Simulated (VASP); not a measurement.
Set up this calculation in VASP 6.6.1, as the native input.

```
Task                   : single point
Functional             : r2SCAN
Potentials or basis    : VASP PAW PBE potentials, release 64 (Cu, I)
Cutoff                 : 520 eV
k mesh                 : 8 × 8 × 8
Occupations            : gaussian, width 0.02 eV
Spin                   : no spin polarisation
Dipole correction      : no
Further INCAR settings : ALGO = Normal; EDIFF = 1e-06; NBANDS = 16
```

Crystal: CuI.

```
Cu I
1.0
     0.00000    3.10895    3.10895
     3.10895    0.00000    3.10895
     3.10895    3.10895    0.00000
Cu I
1 1
Direct
  0.25000 0.25000 0.25000
  0.00000 0.00000 0.00000
```

These files were run (other wordings do the same):

POSCAR

```
CuI
1.0
    0.0000000000      3.1089532810      3.1089532810
    3.1089532810      0.0000000000      3.1089532810
    3.1089532810      3.1089532810      0.0000000000
Cu I
1 1
Direct
    0.2500000000      0.2500000000      0.2500000000
    0.0000000000      0.0000000000      0.0000000000
```

INCAR.step1

```
SYSTEM = CuI
PREC     = Accurate       ! precision mode
ENCUT    = 520            ! plane-wave cutoff, eV
ISMEAR   = 0              ! smearing method
SIGMA    = 0.02           ! smearing width, eV
LREAL    = .FALSE.        ! projectors in reciprocal space
LASPH    = .TRUE.         ! aspherical terms in the spheres
NELM     = 100            ! most SCF steps
NBANDS   = 16             ! bands
GGA      = PE             ! functional
ALGO     = Normal         ! electronic algorithm
EDIFF    = 1E-4           ! SCF threshold, eV
LWAVE    = .TRUE.         ! write WAVECAR
LCHARG   = .FALSE.        ! write CHGCAR
```

INCAR.step2

```
SYSTEM = CuI
PREC     = Accurate       ! precision mode
ENCUT    = 520            ! plane-wave cutoff, eV
EDIFF    = 1E-6           ! SCF threshold, eV
ISMEAR   = 0              ! smearing method
SIGMA    = 0.02           ! smearing width, eV
LREAL    = .FALSE.        ! projectors in reciprocal space
LASPH    = .TRUE.         ! aspherical terms in the spheres
NELM     = 100            ! most SCF steps
ALGO     = Normal         ! electronic algorithm
ISIF     = 2              ! what is computed and relaxed
LWAVE    = .FALSE.        ! write WAVECAR
LCHARG   = .FALSE.        ! write CHGCAR
METAGGA  = R2SCAN         ! meta-GGA
LMIXTAU  = .TRUE.       
NBANDS   = 16             ! bands
ISTART   = 1
```

KPOINTS

```
Automatic mesh
0
G
  8 8 8
  0 0 0
```

Potentials or basis: VASP PAW PBE potentials, release 64 (Cu, I).

The run is started by

```console
$ cat potpaw_PBE.64/Cu/POTCAR potpaw_PBE.64/I/POTCAR > POTCAR
$ cp INCAR.step1 INCAR
$ mpirun -np 1 vasp_std > vasp.out
$ cp INCAR.step2 INCAR
$ mpirun -np 1 vasp_std > vasp.out
```

Results of the run:

```json
{
 "Pressure": "-3.2 GPa",
 "Band gap on the k mesh": "1.41 eV"
}
```

Caveat: the cell stands under tension; the PAW data sets were made with another functional, which shifts forces and pressure a little; spin-orbit coupling is left out, which moves the levels of the heavy elements.

Run time: 2.8 min on 1 thread of Intel Xeon 8259CL, with other jobs on the host, peak memory 0.22 GiB.
